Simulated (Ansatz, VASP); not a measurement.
## Two plane-wave programs on B2O

```xyz
6
Lattice="2.9058 0.0000 0.0000 -1.4529 2.5165 0.0000 0.0000 0.0000 7.1175" Properties=species:S:1:pos:R:3 pbc="T T T"
B     0.0000    0.0000    2.7047
B     0.0000    0.0000    4.4129
B     1.4530    0.8387    0.1637
B    -0.0001    1.6777    6.9538
O     1.4530    0.8387    2.1780
O    -0.0001    1.6777    4.9396
```

Alike in both runs: task single point; functional LDA; k mesh 12 × 12 × 5; occupations fermi-dirac, width 0.0343 eV; no spin polarisation.

|  | VASP | Ansatz |
| --- | --- | --- |
| version | VASP 6.6.1 | Ansatz 0.2.0 |
| potentials or method | VASP PAW LDA potentials, release 64 (B, O), cutoff 520 eV | PAW plane waves |
| valence electrons in the cell | 24 | 24 |

|  | VASP | Ansatz | Ansatz less VASP |
| --- | --- | --- | --- |
| rms of the force components (eV/Å) | 0.034 | 0.033 | -0.0004 |

LDA's correlation is that of Perdew and Zunger in VASP and of Perdew and Wang (1992) in Ansatz. Atom by atom the forces differ by 0.009 eV/Å (rms over components). Ansatz's warnings: structure snapped to symmetry.
